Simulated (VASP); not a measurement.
# Ca (Fm-3m) in VASP: notebook, part 2 of 2

VASP 6.6.1.

**3. Relaxation of volume and atoms at fixed shape, PBEsol**

This run uses another cell than the first one, of 43.67 Å³/atom.

Contents of INCAR:

```
SYSTEM = Ca
ALGO = Normal ; EDIFF = 1E-7
EDIFFG = -0.02 ; ENCUT = 600
GGA = PS ; IBRION = 2
ISIF = 8 ; ISMEAR = 1
LASPH = .True. ; LCHARG = .False.
LREAL = .False. ; LWAVE = .False.
NELM = 80 ; NSW = 80
PREC = Accurate ; SIGMA = 0.1
```

Contents of KPOINTS:

```
k-points
0
Gamma
  4 4 4
  0 0 0
```

Contents of POSCAR:

```
Ca
1.0
    5.5900000000      0.0000000000      0.0000000000
    0.0000000000      5.5900000000      0.0000000000
    0.0000000000      0.0000000000      5.5900000000
Ca
4
Direct
    0.0000000000      0.0000000000      0.0000000000
    0.0000000000      0.5000000000      0.5000000000
    0.5000000000      0.0000000000      0.5000000000
    0.5000000000      0.5000000000      0.0000000000
```

Potentials or basis: VASP PAW PBE potentials, release 64 (Ca_sv).

Started as:

```
$ cat potpaw_PBE.64/Ca_sv/POTCAR > POTCAR
$ mpirun -np 1 vasp_std > vasp.out
```

OUTCAR:

```text
SYSTEM = Ca
   EDIFF = 1E-7
   EDIFFG = -0.02
   ENCUT = 600
   GGA = PS
   IBRION = 2
   ISIF = 8
   ISMEAR = 1
   LASPH = .True.
   LREAL = .False.
   NELM = 80
   NSW = 80
   PREC = Accurate

 ion  position               nearest neighbor table
   1  0.000  0.000  0.000-
   2  0.000  0.500  0.500-
   3  0.500  0.000  0.500-
   4  0.500  0.500  0.000-

  LATTYP: Found a simple cubic cell.
 ALAT       =     5.5900000000

  Lattice vectors:

 A1 = (   5.5900000000,   0.0000000000,   0.0000000000)
 A2 = (   0.0000000000,   5.5900000000,   0.0000000000)
 A3 = (   0.0000000000,   0.0000000000,   5.5900000000)

Analysis of symmetry for initial positions (statically):
=====================================================================
 Subroutine PRICEL returns following result:

  LATTYP: Found a face centered cubic cell.
 ALAT       =     5.5900000000

  Lattice vectors:

 A1 = (   2.7950000000,  -2.7950000000,   0.0000000000)
 A2 = (   2.7950000000,   0.0000000000,   2.7950000000)
 A3 = (   0.0000000000,  -2.7950000000,   2.7950000000)

   4 primitive cells build up your supercell.

 Routine SETGRP: Setting up the symmetry group for a
 simple cubic supercell.

 Subroutine GETGRP returns: Found 48 space group operations
 (whereof 48 operations were pure point group operations)
 out of a pool of 48 trial point group operations.

The static configuration has the point symmetry O_h .

Analysis of symmetry for dynamics (positions and initial velocities):
=====================================================================
 Subroutine PRICEL returns following result:

  LATTYP: Found a face centered cubic cell.
 ALAT       =     5.5900000000

  Lattice vectors:

 A1 = (   2.7950000000,  -2.7950000000,   0.0000000000)
 A2 = (   2.7950000000,   0.0000000000,   2.7950000000)
 A3 = (   0.0000000000,  -2.7950000000,   2.7950000000)

   4 primitive cells build up your supercell.

 Routine SETGRP: Setting up the symmetry group for a
 simple cubic supercell.

 Subroutine GETGRP returns: Found 48 space group operations
 (whereof 48 operations were pure point group operations)
 out of a pool of 48 trial point group operations.

The dynamic configuration has the point symmetry O_h .

 Subroutine INISYM returns: Found 48 space group operations
 (whereof 48 operations are pure point group operations),
 and found     4 'primitive' translations

----------------------------------------------------------------------------------------

                                     Primitive cell

  volume of cell :      43.6692

  direct lattice vectors                    reciprocal lattice vectors
     2.795000000 -2.795000000  0.000000000     0.178890877 -0.178890877 -0.178890877
     2.795000000  0.000000000  2.795000000     0.178890877  0.178890877  0.178890877
     0.000000000 -2.795000000  2.795000000    -0.178890877 -0.178890877  0.178890877

  length of vectors
     3.952726907  3.952726907  3.952726907     0.309848087  0.309848087  0.309848087

  position of ions in fractional coordinates (direct lattice)
     0.000000000  0.000000000  0.000000000

  ion indices of the primitive-cell ions
   primitive index   ion index
                 1           1

----------------------------------------------------------------------------------------

 KPOINTS: k-points

Automatic generation of k-mesh.
 Grid dimensions read from file:
 generate k-points for:    4    4    4

 Generating k-lattice:

  Cartesian coordinates                     Fractional coordinates (reciprocal lattice)
     0.044722719  0.000000000  0.000000000     0.250000000  0.000000000  0.000000000
     0.000000000  0.044722719  0.000000000     0.000000000  0.250000000  0.000000000
     0.000000000  0.000000000  0.044722719     0.000000000  0.000000000  0.250000000

  Length of vectors
     0.044722719  0.044722719  0.044722719

  Shift w.r.t. Gamma in fractional coordinates (k-lattice)
     0.000000000  0.000000000  0.000000000

 Subroutine IBZKPT returns following result:
 ===========================================

 Found     10 irreducible k-points:

 Following reciprocal coordinates:
            Coordinates               Weight
  0.000000  0.000000  0.000000      1.000000
  0.250000  0.000000  0.000000      6.000000
  0.500000  0.000000  0.000000      3.000000
  0.250000  0.250000  0.000000     12.000000
  0.500000  0.250000  0.000000     12.000000
  0.500000  0.500000  0.000000      3.000000
  0.250000  0.250000  0.250000      8.000000
  0.500000  0.250000  0.250000     12.000000
  0.500000  0.500000  0.250000      6.000000
  0.500000  0.500000  0.500000      1.000000
   k-points           NKPTS =     10   k-points in BZ     NKDIM =     10   number of bands    NBANDS=     24
   number of dos      NEDOS =    301   number of ions     NIONS =      4
   total plane-waves  NPLWV = 110592
   dimension x,y,z NGX =    48 NGY =   48 NGZ =   48
   dimension x,y,z NGXF=    96 NGYF=   96 NGZF=   96
   ions per type =               4
   NGX,Y,Z   is equivalent  to a cutoff of  14.28, 14.28, 14.28 a.u.
   NGXF,Y,Z  is equivalent  to a cutoff of  28.55, 28.55, 28.55 a.u.
 SYSTEM =  Ca
   PREC   = accura    normal or accurate (medium, high low for compatibility)
   ISTART =      0    job   : 0-new  1-cont  2-samecut
   ICHARG =      2    charge: 1-file 2-atom 10-const
   ISPIN  =      1    spin polarized calculation?
   LNONCOLLINEAR =      F non collinear calculations
   LSORBIT =      F    spin-orbit coupling
   LASPH  =      T    aspherical Exc in radial PAW
   ENCUT  =  600.0 eV  44.10 Ry    6.64 a.u.  11.16 11.16 11.16*2*pi/ulx,y,z
   NELM   =     80;   NELMIN=  2; NELMDL= -5     # of ELM steps
   EDIFF  = 0.1E-06   stopping-criterion for ELM
   LREAL  =      F    real-space projection
   EDIFFG = -.2E-01   stopping-criterion for IOM
   NSW    =     80    number of steps for IOM
   IBRION =      2    ionic relax: 0-MD 1-quasi-New 2-CG
   NFREE  =      1    steps in history (QN), initial steepest desc. (CG)
   ISIF   =      8    stress and relaxation
   ISYM   =      2    0-nonsym 1-usesym 2-fastsym
   POTIM  = 0.5000    time-step for ionic-motion
   TEBEG  =    0.0;   TEEND  =   0.0 temperature during run
   PSTRESS=    0.0 pullay stress
   NELECT =      40.0000    total number of electrons
   NUPDOWN=      -1.0000    fix difference up-down
   EMIN   =  10.00;   EMAX   =-10.00  energy-range for DOS
   EFERMI =   0.00;   METHOD = LEGACY
   ISMEAR =     1;   SIGMA  =   0.10  broadening in eV -4-tet -1-fermi 0-gaus
   EFERMI_NEDOS =   21; number of points for ismear=-14 and -15
   IALGO  =     38    algorithm
   IMIX   =      4    mixing-type and parameters
     AMIX     =   0.40;   BMIX     =  1.00
     AMIX_MAG =   1.60;   BMIX_MAG =  1.00
  volume/ion in A,a.u.               =      43.67       294.69
  Fermi-wavevector in a.u.,A,eV,Ry     =   1.001574  1.892700 13.648689  1.003150
  Thomas-Fermi vector in A             =   2.134005
   LORBIT       =      0    0 simple, 1 ext, 2 COOP (PROOUT), +10 PAW based schemes
   GGA     = PS    functional components
   LHFCALC =     F    Hartree Fock is set to
   AEXX    =    0.0000 exact exchange contribution
   IVDW    =     0    specifies the selected vdW correction
   LEPSILON=     F    determine dielectric tensor
   LRPA    =     F    only Hartree local field effects (RPA)
 conjugate gradient relaxation of ions
 non-spin polarized calculation
 Methfessel and Paxton  Order N= 1 SIGMA  =   0.10
  energy-cutoff  :      600.00
  volume of cell :      174.68
 maximum number of plane-waves:      5866
 NGX is ok and might be reduce to    48
   NGX = 23   NGY = 23   NGZ = 23

--------------------------------------- Ionic step        1  -------------------------------------------

 number of electron      40.0000008 magnetization

 Free energy of the ion-electron system (eV)
  ---------------------------------------------------
  ext. energy  EPLUGINS =         0.00000000
  ---------------------------------------------------
  free energy    TOTEN  =        -8.52009917 eV

  energy without entropy =       -8.51441062  energy(sigma->0) =       -8.51820299

------------------------ aborting loop because EDIFF is reached ----------------------------------------

  FORCE on cell =-STRESS in cart. coord.  units (eV):
  Direction    XX          YY          ZZ          XY          YZ          ZX
  --------------------------------------------------------------------------------------
  -------------------------------------------------------------------------------------
  Total       -1.1557274     -1.1557274     -1.1557274     -0.0000000     -0.0000000      0.0000000
  in kB      -10.6006026    -10.6006026    -10.6006026     -0.0000000     -0.0000000      0.0000000
  external PRESSURE =     -10.6006026 kB  Pullay stress =       0.0000000 kB
[... 61 lines left out ...]
  energy  without entropy=       -8.5470746373  energy(sigma->0) =       -8.55114707

--------------------------------------- Ionic step        3  -------------------------------------------

 number of electron      39.9999996 magnetization

 Free energy of the ion-electron system (eV)
  ---------------------------------------------------
  ext. energy  EPLUGINS =         0.00000000
  ---------------------------------------------------
  free energy    TOTEN  =        -8.55755475 eV

  energy without entropy =       -8.54963167  energy(sigma->0) =       -8.55491373

 E-fermi :   1.9370     XC(G=0):  -7.9011

 val. band max:        1.9299828287   @ k =   0.5000   0.2500   0.2500
 cond. band min:       2.0103265239   @ k =   0.2500   0.2500   0.0000
 fundamental gap:      0.0803436952
 Fermi energy:         1.9369904407

 k-point     1 :       0.0000    0.0000    0.0000
  band No.  band energies     occupation
      1     -39.7769      2.00000
      2     -39.7558      2.00000
      3     -39.7558      2.00000
      4     -39.7558      2.00000
      5     -20.9118      2.00000
      6     -20.9118      2.00000
[... 290 lines left out ...]
  FREE ENERGIE OF THE ION-ELECTRON SYSTEM (eV)
  ---------------------------------------------------
  free  energy   TOTEN  =        -8.5575547543 eV

  energy  without entropy=       -8.5496316720  energy(sigma->0) =       -8.55491373

 reached required accuracy - stopping structural energy minimisation
```

OSZICAR:

```text
N       E                     dE             d eps       ncg     rms          rms(c)
DAV:   1     0.421947275962E+03    0.42195E+03   -0.20644E+04   480   0.167E+03
DAV:   2     0.175784968500E+02   -0.40437E+03   -0.40286E+03   488   0.473E+02
DAV:   3    -0.604965705021E+01   -0.23628E+02   -0.23407E+02   800   0.833E+01
[... 35 lines left out ...]
DAV:   8    -0.855755434712E+01   -0.65707E-05   -0.56960E-06   608   0.191E-02    0.164E-03
DAV:   9    -0.855755519458E+01   -0.84746E-06   -0.80325E-07   536   0.600E-03    0.154E-03
DAV:  10    -0.855755507102E+01    0.12356E-06   -0.29214E-08   280   0.128E-03    0.840E-04
DAV:  11    -0.855755471911E+01    0.35191E-06   -0.16670E-08   264   0.125E-03    0.333E-04
DAV:  12    -0.855755475428E+01   -0.35171E-07   -0.51761E-09   264   0.548E-04
   3 F= -.85575548E+01 E0= -.85549137E+01  d E =-.374556E-01
```

CONTCAR:

```text
Ca
   1.00000000000000
     5.4751080051017249    0.0000000000000000    0.0000000000000000
     0.0000000000000000    5.4751080051017249    0.0000000000000000
     0.0000000000000000    0.0000000000000000    5.4751080051017249
  Ca
     4
Direct
     0.0000000000000000    0.0000000000000000    0.0000000000000000
     0.0000000000000000    0.5000000000000000    0.5000000000000000
     0.5000000000000000    0.0000000000000000    0.5000000000000000
     0.5000000000000000    0.5000000000000000    0.0000000000000000

  0.00000000E+00  0.00000000E+00  0.00000000E+00
  0.00000000E+00  0.00000000E+00  0.00000000E+00
  0.00000000E+00  0.00000000E+00  0.00000000E+00
  0.00000000E+00  0.00000000E+00  0.00000000E+00
```

It took 4.5 min on 1 thread of Intel Xeon 8259CL, shared host; peak memory 0.34 GiB.

What came out:

| Quantity | Value |
| --- | --- |
| Free energy | -8.5576 eV |
| Relaxed volume | 41.03 Å³/atom |
| Relaxed cell | a = 5.475 Å, b = 5.475 Å, c = 5.475 Å, α = 90.00°, β = 90.00°, γ = 90.00° |
| Space group after relaxing (to 0.1 Å) | Fm-3m (No. 225) |
| Energy gained by relaxing | 9.4 meV/atom |
| Ionic steps | 3 |
| Pressure after relaxing | 0.0 GPa |

The path:
```csv
step,energy change (eV),largest force (eV/Å),pressure (GPa),volume (Å³)
1,0.0000,0.0000,-1.06,174.68
2,-0.0331,0.0000,-0.39,167.47
3,-0.0375,0.0000,-0.03,164.13
```

Final structure:
```cif
data_structure
_symmetry_space_group_name_H-M 'P 1'
_symmetry_Int_Tables_number 1
_cell_length_a 5.4751
_cell_length_b 5.4751
_cell_length_c 5.4751
_cell_angle_alpha 90.000
_cell_angle_beta 90.000
_cell_angle_gamma 90.000
_cell_volume 164.13
loop_
_atom_site_label
_atom_site_type_symbol
_atom_site_fract_x
_atom_site_fract_y
_atom_site_fract_z
_atom_site_occupancy
Ca1 Ca 0.00000 0.00000 0.00000 1
Ca2 Ca 0.00000 0.50000 0.50000 1
Ca3 Ca 0.50000 0.00000 0.50000 1
Ca4 Ca 0.50000 0.50000 0.00000 1
```

Levels at points of the mesh, in eV from the Fermi level:
```
           k point  band 17  band 18  band 19  band 20  band 21  band 22  band 23  band 24
(0.00, 0.00, 0.00)    -4.02    -0.43    -0.43    -0.43     0.61     0.61     0.61     1.08
(0.50, 0.00, 0.00)    -2.65    -2.65     0.24     0.24     0.76     0.76     0.76     0.76
(0.50, 0.50, 0.00)    -1.47    -1.47    -1.47    -1.47     1.04     1.04     1.04     1.04
(0.50, 0.50, 0.50)    -0.95    -0.95    -0.95    -0.95    -0.07    -0.07    -0.07    -0.07
```

Caveat: the highest band is partly filled, so the run has too few bands; the PAW data sets were made with another functional, which shifts forces and pressure a little.
